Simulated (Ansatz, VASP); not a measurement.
## Sn3Se2: VASP beside Ansatz

```
Sn Se
1.0
     6.18751    0.00000    0.00000
    -3.09375    5.35854    0.00000
     0.00000    0.00000    5.24340
Sn Se
3 2
Direct
  0.68541 0.00000 0.07901
  0.00000 0.68541 0.07901
  0.31459 0.31459 0.07901
  0.33333 0.66667 0.74292
  0.66667 0.33333 0.74292
```

Alike in both runs: functional PBE; k mesh 3 × 3 × 3; occupations gaussian, width 0.2 eV; no spin polarisation.

Ansatz relaxed the structure, and its values are those at the end. VASP's run is a single point on that final structure, the one shown.

|  | VASP | Ansatz |
| --- | --- | --- |
| version | VASP 6.6.1 | Ansatz 0.2.0 |
| potentials or method | VASP PAW PBE potentials, release 64 (Sn_d, Se), cutoff 500 eV | scalar-relativistic, plane waves, PAW |
| valence electrons in the cell | 54 | 74 |

```tsv
	VASP	Ansatz	Ansatz less VASP
gap on the k mesh at the Fermi level (eV)	0.43	0.43	0.000
least direct gap on the mesh (eV)	0.85	0.86	+0.005
pressure (GPa)	0.0	0.0	-0.01
rms of the force components (eV/Å)	0.034	0.024	-0.0106
```

VASP's potentials hold 54 valence electrons a cell and Ansatz's 74, so a difference there can come from the potentials and not from the codes.
